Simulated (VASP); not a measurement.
A run of VASP 6.6.1 is set up as follows.

Contents of INCAR:

```
PREC = Accurate
ENCUT = 520
EDIFF = 1E-6
ISMEAR = -1
SIGMA = 0.05
LREAL = F
LASPH = T
NELM = 80
ALGO = Normal
ISIF = 2
LWAVE = F
LCHARG = F
GGA = RE
IVDW = 13
NBANDS = 28
```

The input KPOINTS:

```
regular mesh
0
Gamma
  7 7 7
```

The input POSCAR:

```
BaTiO3
1.0
    3.9729548958      0.0000000000      0.0000000000
    0.0000000000      3.9729548958      0.0000000000
    0.0000000000      0.0000000000      3.9910327445
Ba Ti O
1 1 3
Direct
    0.0000000000      0.0000000000      0.0000000000
    0.5000000000      0.5000000000      0.4900000000
    0.0000000000      0.5000000000      0.5170000000
    0.5000000000      0.0000000000      0.5170000000
    0.5000000000      0.5000000000      0.0190000000
```

Potentials or basis: VASP PAW PBE potentials, release 64 (Ba_sv, Ti_sv, O).

Run with:

```sh
$ cat potpaw_PBE.64/Ba_sv/POTCAR potpaw_PBE.64/Ti_sv/POTCAR potpaw_PBE.64/O/POTCAR > POTCAR
$ mpirun -np 1 vasp_std > vasp.out
```

(1) What does it give for the pressure?

(2) What does it give for the band gap on the k mesh?

(3) Predict the largest force.

(4) What does it give for the dispersion energy per atom?

Answers

(1) 5.4 GPa.

(2) 1.94 eV, indirect (least direct gap 2.11 eV).

(3) 0.186 eV/Å.

(4) -0.387 eV.

Caveat: the PAW data sets were made with another functional, which shifts forces and pressure a little; spin-orbit coupling is left out, which moves the levels of the heavy elements.
